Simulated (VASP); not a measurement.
Wanted: the native input for a VASP 6.6.1 run.

- Task: single point
- Functional: PBE
- Potentials or basis: VASP PAW PBE potentials, release 64 (Na_pv)
- Cutoff: 520 eV
- k mesh: 6 × 6 × 1
- Occupations: gaussian, width 0.1 eV
- Spin: no spin polarisation
- Dipole correction: no
- Further INCAR settings: ALGO = Fast; EDIFF = 1e-07; NBANDS = 38

The structure of Na lies in POSCAR:

```
Na
1.0
    3.7539719000      0.0000000000      0.0000000000
   -1.8769859000      3.2510350000      0.0000000000
    0.0000000000      0.0000000000     24.2919426000
Na
8
Direct
    0.3333333000      0.6666667000      0.7500000000
    0.6666667000      0.3333333000      0.8749890000
    0.0000000000      0.0000000000      0.0000000000
    0.3333333000      0.6666667000      0.1250110000
    0.6666667000      0.3333333000      0.2500000000
    0.3333333000      0.6666667000      0.3749890000
    0.0000000000      0.0000000000      0.5000000000
    0.6666667000      0.3333333000      0.6250110000
```

These files were run (other wordings do the same):

INCAR

```
PREC = Accurate ; ENCUT = 520
EDIFF = 1E-7 ; ISMEAR = 0
SIGMA = 0.1 ; LREAL = F
LASPH = T ; NELM = 60
ALGO = Fast ; ISIF = 2
LWAVE = F ; LCHARG = T
GGA = PE ; LELF = T
LVHAR = T ; NBANDS = 38
```

KPOINTS

```
Automatic mesh
0
Gamma
  6 6 1
```

Potentials or basis: VASP PAW PBE potentials, release 64 (Na_pv).

Run with:

```sh
$ cat potpaw_PBE.64/Na_pv/POTCAR > POTCAR
$ mpirun -np 1 vasp_std > vasp.out
```

It gave:

The pressure is 0.0 GPa. The band gap on the k mesh is zero (band 28 reaches 1.81 eV, above the bottom of band 29 at -1.91 eV).

Wall time 110 s on 1 thread of AMD EPYC 7R13 Processor (Zen 3), with other jobs on the host, peak memory 0.35 GiB.
